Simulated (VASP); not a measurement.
# Si3F in VASP: further runs, part 2 of 2

VASP 6.6.1.

**5. Single point, PBE**

This run uses another cell than the first one, of 14.07 Å³/atom.

Input file INCAR:

```
SYSTEM = Si3F
ALGO = Normal
EDIFF = 1E-6
ENCUT = 520
GGA = PE
ISIF = 2
ISMEAR = 0
LASPH = .TRUE.
LCHARG = .FALSE.
LREAL = .FALSE.
LWAVE = .FALSE.
NBANDS = 18
NELM = 100
PREC = Accurate
SIGMA = 0.1
```

Input file KPOINTS:

```
k-points
0
G
  12 12 12
  0 0 0
```

Input file POSCAR:

```
Si3F
1.0
    3.8325830675      0.0000000000      0.0000000000
    0.0000000000      3.8325830675      0.0000000000
    0.0000000000      0.0000000000      3.8325830675
Si F
3 1
Direct
    0.0000000000      0.5000000000      0.5000000000
    0.5000000000      0.0000000000      0.5000000000
    0.5000000000      0.5000000000      0.0000000000
    0.0000000000      0.0000000000      0.0000000000
```

Potentials or basis: VASP PAW PBE potentials, release 64 (Si, F).

Run with:

```console
$ cat potpaw_PBE.64/Si/POTCAR potpaw_PBE.64/F/POTCAR > POTCAR
$ mpirun -np 1 vasp_std > vasp.out
```

OUTCAR:

```text
SYSTEM = Si3F
   EDIFF = 1E-6
   ENCUT = 520
   GGA = PE
   ISIF = 2
   ISMEAR = 0
   LASPH = .TRUE.
   LREAL = .FALSE.
   NELM = 100
   PREC = Accurate

 ion  position               nearest neighbor table
   1  0.000  0.500  0.500-   2 2.71   3 2.71   3 2.71   2 2.71   2 2.71   3 2.71   3 2.71   2 2.71

   2  0.500  0.000  0.500-   1 2.71   3 2.71   3 2.71   1 2.71   3 2.71   3 2.71   1 2.71   1 2.71

   3  0.500  0.500  0.000-   1 2.71   2 2.71   1 2.71   2 2.71   2 2.71   2 2.71   1 2.71   1 2.71

   4  0.000  0.000  0.000-

  LATTYP: Found a simple cubic cell.
 ALAT       =     3.8325830675

  Lattice vectors:

 A1 = (   3.8325830675,   0.0000000000,   0.0000000000)
 A2 = (   0.0000000000,   3.8325830675,   0.0000000000)
 A3 = (   0.0000000000,   0.0000000000,   3.8325830675)

Analysis of symmetry for initial positions (statically):
=====================================================================
 Subroutine PRICEL returns:
 Original cell was already a primitive cell.

 Routine SETGRP: Setting up the symmetry group for a
 simple cubic supercell.

 Subroutine GETGRP returns: Found 48 space group operations
 (whereof 48 operations were pure point group operations)
 out of a pool of 48 trial point group operations.

The static configuration has the point symmetry O_h .

Analysis of symmetry for dynamics (positions and initial velocities):
=====================================================================
 Subroutine PRICEL returns:
 Original cell was already a primitive cell.

 Routine SETGRP: Setting up the symmetry group for a
 simple cubic supercell.

 Subroutine GETGRP returns: Found 48 space group operations
 (whereof 48 operations were pure point group operations)
 out of a pool of 48 trial point group operations.

The dynamic configuration has the point symmetry O_h .

 Subroutine INISYM returns: Found 48 space group operations
 (whereof 48 operations are pure point group operations),
 and found     1 'primitive' translations

----------------------------------------------------------------------------------------

                                     Primitive cell

  volume of cell :      56.2956

  direct lattice vectors                    reciprocal lattice vectors
     3.832583067  0.000000000  0.000000000     0.260920633  0.000000000  0.000000000
     0.000000000  3.832583067  0.000000000     0.000000000  0.260920633  0.000000000
     0.000000000  0.000000000  3.832583067     0.000000000  0.000000000  0.260920633

  length of vectors
     3.832583067  3.832583067  3.832583067     0.260920633  0.260920633  0.260920633

  position of ions in fractional coordinates (direct lattice)
     0.000000000  0.500000000  0.500000000
     0.500000000  0.000000000  0.500000000
     0.500000000  0.500000000  0.000000000
     0.000000000  0.000000000  0.000000000

  ion indices of the primitive-cell ions
   primitive index   ion index
                 1           1
                 2           2
                 3           3
                 4           4

----------------------------------------------------------------------------------------

 KPOINTS: k-points

Automatic generation of k-mesh.
 Grid dimensions read from file:
 generate k-points for:   12   12   12

 Generating k-lattice:

  Cartesian coordinates                     Fractional coordinates (reciprocal lattice)
     0.021743386  0.000000000  0.000000000     0.083333333  0.000000000  0.000000000
     0.000000000  0.021743386  0.000000000     0.000000000  0.083333333  0.000000000
     0.000000000  0.000000000  0.021743386     0.000000000  0.000000000  0.083333333

  Length of vectors
     0.021743386  0.021743386  0.021743386

  Shift w.r.t. Gamma in fractional coordinates (k-lattice)
     0.000000000  0.000000000  0.000000000

 Subroutine IBZKPT returns following result:
 ===========================================

 Found     84 irreducible k-points:

 Following reciprocal coordinates:
            Coordinates               Weight
  0.000000  0.000000  0.000000      1.000000
  0.083333  0.000000  0.000000      6.000000
  0.166667  0.000000  0.000000      6.000000
  0.250000  0.000000  0.000000      6.000000
  0.333333  0.000000  0.000000      6.000000
  0.416667  0.000000  0.000000      6.000000
[... 16 lines left out ...]
  0.333333  0.333333  0.000000     12.000000
  0.416667  0.333333  0.000000     24.000000
 [... further k-points ...]
   k-points           NKPTS =     84   k-points in BZ     NKDIM =     84   number of bands    NBANDS=     18
   number of dos      NEDOS =    301   number of ions     NIONS =      4
   total plane-waves  NPLWV =  27000
   dimension x,y,z NGX =    30 NGY =   30 NGZ =   30
   dimension x,y,z NGXF=    60 NGYF=   60 NGZF=   60
   ions per type =               3   1
   NGX,Y,Z   is equivalent  to a cutoff of  13.01, 13.01, 13.01 a.u.
   NGXF,Y,Z  is equivalent  to a cutoff of  26.03, 26.03, 26.03 a.u.
 SYSTEM =  Si3F
   PREC   = accura    normal or accurate (medium, high low for compatibility)
   ISTART =      0    job   : 0-new  1-cont  2-samecut
   ICHARG =      2    charge: 1-file 2-atom 10-const
   ISPIN  =      1    spin polarized calculation?
   LNONCOLLINEAR =      F non collinear calculations
   LSORBIT =      F    spin-orbit coupling
   LASPH  =      T    aspherical Exc in radial PAW
   ENCUT  =  520.0 eV  38.22 Ry    6.18 a.u.   7.13  7.13  7.13*2*pi/ulx,y,z
   NELM   =    100;   NELMIN=  2; NELMDL= -5     # of ELM steps
   EDIFF  = 0.1E-05   stopping-criterion for ELM
   LREAL  =      F    real-space projection
[... 7 lines left out ...]
   TEBEG  =    0.0;   TEEND  =   0.0 temperature during run
   PSTRESS=    0.0 pullay stress
   NELECT =      19.0000    total number of electrons
   NUPDOWN=      -1.0000    fix difference up-down
   EMIN   =  10.00;   EMAX   =-10.00  energy-range for DOS
   EFERMI =   0.00;   METHOD = LEGACY
   ISMEAR =     0;   SIGMA  =   0.10  broadening in eV -4-tet -1-fermi 0-gaus
   EFERMI_NEDOS =   21; number of points for ismear=-14 and -15
   IALGO  =     38    algorithm
   IMIX   =      4    mixing-type and parameters
     AMIX     =   0.40;   BMIX     =  1.00
     AMIX_MAG =   1.60;   BMIX_MAG =  1.00
  volume/ion in A,a.u.               =      14.07        94.98
  Fermi-wavevector in a.u.,A,eV,Ry     =   1.139815  2.153938 17.676400  1.299179
  Thomas-Fermi vector in A             =   2.276518
   LORBIT       =      0    0 simple, 1 ext, 2 COOP (PROOUT), +10 PAW based schemes
   GGA     = PE    functional components
   LHFCALC =     F    Hartree Fock is set to
   AEXX    =    0.0000 exact exchange contribution
   IVDW    =     0    specifies the selected vdW correction
   LEPSILON=     F    determine dielectric tensor
   LRPA    =     F    only Hartree local field effects (RPA)
 non-spin polarized calculation
 Gauss-broadening in eV      SIGMA  =   0.10
  energy-cutoff  :      520.00
  volume of cell :       56.30
 maximum number of plane-waves:      1568
 NGX is ok and might be reduce to    30
   NGX = 15   NGY = 15   NGZ = 15

 number of electron      19.0000014 magnetization

 Free energy of the ion-electron system (eV)
  ---------------------------------------------------
  ext. energy  EPLUGINS =         0.00000000
  ---------------------------------------------------
  free energy    TOTEN  =       -17.57523918 eV

  energy without entropy =      -17.56415492  energy(sigma->0) =      -17.56969705

 E-fermi :   7.7136     XC(G=0): -10.8105

 val. band max:        7.7035983867   @ k =   0.5000   0.4167   0.1667
 cond. band min:       7.7163970357   @ k =   0.4167   0.3333   0.2500
 fundamental gap:      0.0127986490
 Fermi energy:         7.7135551820

 k-point     1 :       0.0000    0.0000    0.0000
  band No.  band energies     occupation
      1     -15.0510      2.00000
      2      -4.4591      2.00000
      3       2.1469      2.00000
      4       2.1469      2.00000
      5       2.1469      2.00000
      6       4.3705      2.00000
[... 10 lines left out ...]
     17      14.0973      0.00000
     18      16.2884      0.00000

 k-point     2 :       0.0833    0.0000    0.0000
  band No.  band energies     occupation
      1     -15.0471      2.00000
      2      -4.4218      2.00000
      3       1.8115      2.00000
      4       2.1855      2.00000
      5       2.1855      2.00000
      6       4.4278      2.00000
[... 10 lines left out ...]
     17      14.2904      0.00000
     18      15.8097      0.00000
[... 442 lines left out ...]
 k-point    24 :       0.4167    0.3333    0.0000
  band No.  band energies     occupation
      1     -14.9643      2.00000
      2      -2.8013      2.00000
      3      -0.8984      2.00000
      4       0.6154      2.00000
      5       3.0982      2.00000
      6       3.2362      2.00000
[... 10 lines left out ...]
     17      17.0416      0.00000
     18      17.5083      0.00000

 [... further k-points ...]
[... 5 lines left out ...]
  --------------------------------------------------------------------------------------
  -------------------------------------------------------------------------------------
  Total       -0.0322893     -0.0322893     -0.0322893      0.0000000     -0.0000000      0.0000000
  in kB       -0.9189542     -0.9189542     -0.9189542      0.0000000     -0.0000000      0.0000000
  external PRESSURE =      -0.9189542 kB  Pullay stress =       0.0000000 kB

 VOLUME and BASIS-vectors are now :
 -----------------------------------------------------------------------------
  energy-cutoff  :      520.00
  volume of cell :       56.30
      direct lattice vectors                 reciprocal lattice vectors
     3.832583067  0.000000000  0.000000000     0.260920633  0.000000000  0.000000000
     0.000000000  3.832583067  0.000000000     0.000000000  0.260920633  0.000000000
     0.000000000  0.000000000  3.832583067     0.000000000  0.000000000  0.260920633

 POSITION                                       TOTAL-FORCE (eV/Angst)
 -----------------------------------------------------------------------------------
      0.00000      1.91629      1.91629         0.000000      0.000000      0.000000
      1.91629      0.00000      1.91629         0.000000      0.000000      0.000000
      1.91629      1.91629      0.00000         0.000000      0.000000      0.000000
      0.00000      0.00000      0.00000         0.000000      0.000000      0.000000
 -----------------------------------------------------------------------------------
    total drift:                                0.000000     -0.000000     -0.000000

  FREE ENERGIE OF THE ION-ELECTRON SYSTEM (eV)
  ---------------------------------------------------
  free  energy   TOTEN  =       -17.5752391785 eV

  energy  without entropy=      -17.5641549196  energy(sigma->0) =      -17.56969705
```

Run time: 1.8 min. Hardware: 1 thread of Intel Xeon 8259CL, shared host; peak memory 0.21 GiB.

Results:

* Free energy: -17.5752 eV
* Pressure: -0.1 GPa
* Band gap on the k mesh: zero (an odd number of electrons rules out a gap without spin polarisation)

Levels at points of the mesh, in eV from the Fermi level:
```
           k point  band 5  band 6  band 7  band 8  band 9  band 10  band 11  band 12  band 13  band 14
(0.00, 0.00, 0.00)   -5.57   -3.34   -3.34   -1.63   -1.63    -1.63     2.69     4.28     4.28     4.28
(0.50, 0.00, 0.00)   -4.82   -3.96   -2.19   -2.19   -2.00     0.39     1.55     1.55     1.82     4.61
(0.50, 0.50, 0.00)   -4.49   -3.81   -3.10   -3.10   -0.42     0.72     0.72     0.82     3.37     3.37
(0.50, 0.50, 0.50)   -6.81   -6.52   -6.52   -6.52   -0.54    -0.54    -0.54     5.37     9.03     9.03
```

Caveat: an odd number of electrons without spin polarisation forces a metal; a magnetic or distorted state may lie lower.

**6. Overview**

| task | cell | k mesh | cutoff (eV) | gap on the mesh (eV) | pressure (GPa) |
| --- | --- | --- | --- | --- | --- |
| single point | a = 3.787, b = 3.787, c = 3.748 Å, 4 atoms | 4 × 4 × 4 | 520 | none | 4.9 |
| single point | a = 3.842, b = 3.842, c = 3.818 Å, 4 atoms | 4 × 4 × 4 | 520 | none | 0.1 |
| relaxation of cell and atoms | relaxed from a = 3.787, b = 3.787, c = 3.748 Å, 4 atoms | 4 × 4 × 4 | 600 | none | 0.0 |
| single point | a = 3.833 Å, 4 atoms | 12 × 12 × 12 | 520 | none | -0.1 |

Alike in all rows: level PBE; potentials or basis VASP PAW PBE potentials, release 64 (Si, F); no spin polarisation; smearing gaussian 0.1 eV.

Caveats: some runs use coarse meshes; an odd number of electrons without spin polarisation forces a metal; a magnetic or distorted state may lie lower.

Absolute energies hang on the potentials; compare differences alone.

The gap in the log of VASP goes by the Fermi energy; the results here count the filled bands.